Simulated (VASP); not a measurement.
Set up this calculation in VASP 6.6.1, as the native input.

| Item | Value |
| --- | --- |
| Task | single point |
| Functional | PBE |
| Dispersion | D3(BJ) |
| Potentials or basis | VASP PAW PBE potentials, release 64 (C) |
| Cutoff | 520 eV |
| k mesh | 12 × 12 × 12 |
| Occupations | gaussian, width 0.02 eV |
| Spin | no spin polarisation |
| Dipole correction | no |
| Further INCAR settings | ALGO = Normal; EDIFF = 1e-06; NBANDS = 11 |

The structure of C lies in POSCAR:

```
C
1.0
    1.2252424499      0.7073940583      2.9818572634
   -1.2252424499      0.7073940583      2.9818572634
    0.0000000000     -1.4147881165      2.9818572634
C
2
Direct
    0.8335750431      0.8335750431      0.8335750431
    0.1664249569      0.1664249569      0.1664249569
```

This cell differs from its parent crystal: volume scaled by 0.88, then relaxed in part.

These files were run (other wordings do the same):

INCAR

```
SYSTEM = C
PREC = Accurate ; ENCUT = 520
EDIFF = 1E-6 ; ISMEAR = 0
SIGMA = 0.02 ; LREAL = .False.
LASPH = .True. ; NELM = 60
ALGO = Normal ; ISIF = 2
LWAVE = .False. ; LCHARG = .True.
GGA = PE ; IVDW = 12
LELF = .True. ; LVHAR = .True.
NBANDS = 11
```

KPOINTS

```
Automatic mesh
0
Gamma
  12 12 12
  0 0 0
```

Potentials or basis: VASP PAW PBE potentials, release 64 (C).

Launch:

```sh
$ cat potpaw_PBE.64/C/POTCAR > POTCAR
$ mpirun -np 1 vasp_std > vasp.out
```

It gave:

The pressure is 9.1 GPa, the band gap on the k mesh is 1.07 eV, indirect (least direct gap 1.21 eV) and the dispersion energy per atom is -0.179 eV.

Run time: 30 s on 1 thread of Intel(R) Xeon(R) 6975P-C (Granite Rapids) (shared host), peak memory 0.17 GiB.
